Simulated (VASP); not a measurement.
## C: single point with r2SCAN

The system is C.

```xyz
8
Lattice="-2.3927 2.3927 2.3562 2.3927 -2.3927 2.3562 2.3927 2.3927 -2.3562" Properties=species:S:1:pos:R:3 pbc="T T T"
C    -0.7787    0.7787    0.7668
C     1.6140    1.6140    1.5894
C     0.7787   -0.7787    0.7668
C     0.7787    0.7787   -0.7668
C     1.6140   -1.6140    1.5894
C     0.7787    0.7787    0.7668
C    -1.6140    1.6140    1.5894
C     1.6140    1.6140   -1.5894
```

This cell differs from its parent crystal: strain -0.015 along x and y, -0.030 along z.

* Program: VASP 6.6.1
* Task: single point
* Functional: r2SCAN
* Potentials or basis: VASP PAW PBE potentials, release 64 (C)
* Cutoff: 520 eV
* k mesh: 8 × 8 × 8
* Occupations: gaussian, width 0.05 eV
* Spin: no spin polarisation
* Dipole correction: no
* Further INCAR settings: ALGO = Normal; EDIFF = 1e-06; NBANDS = 26

```
Pressure               : 23.4 GPa
Largest force          : 0.558 eV/Å
Band gap on the k mesh : 3.14 eV (least direct gap 4.00 eV)
```

Forces on the atoms (eV/Å):
```
C   -0.078  0.078  0.547
C   -0.078 -0.078 -0.547
C    0.078 -0.078  0.547
C    0.078  0.078 -0.547
C   -0.078  0.078 -0.547
C    0.078  0.078  0.547
C    0.078 -0.078 -0.547
C   -0.078 -0.078  0.547
```

Stress tensor (GPa, compression positive):
```
19.90  0.00  0.00
 0.00 19.90  0.00
 0.00  0.00 30.47
```

Levels at points of the mesh, in eV from the valence-band top:
| k point | band 14 | band 15 | band 16 | band 17 | band 18 | band 19 |
| --- | --- | --- | --- | --- | --- | --- |
| (0.00, 0.00, 0.00) | -0.61 | -0.37 | -0.37 | 4.04 | 4.04 | 4.72 |
| (0.50, 0.00, 0.00) | -3.56 | -2.67 | -2.49 | 4.16 | 5.63 | 6.31 |
| (0.50, 0.50, 0.00) | -3.43 | -2.85 | -2.41 | 4.06 | 6.13 | 6.22 |
| (0.50, 0.50, 0.50) | -0.22 | -0.22 | 0.00 | 4.00 | 6.03 | 6.40 |

It took 5.3 min on 1 thread of AMD EPYC 7R43 64-Core Processor (Zen 3) (shared host), peak memory 0.17 GiB.

Caveat: the cell differs from its parent crystal (strain -0.015 along x and y, -0.030 along z); the stress differs along the axes, from 20 to 30 GPa; the PAW data sets were made with another functional, which shifts forces and pressure a little. A k mesh can miss the band edges.
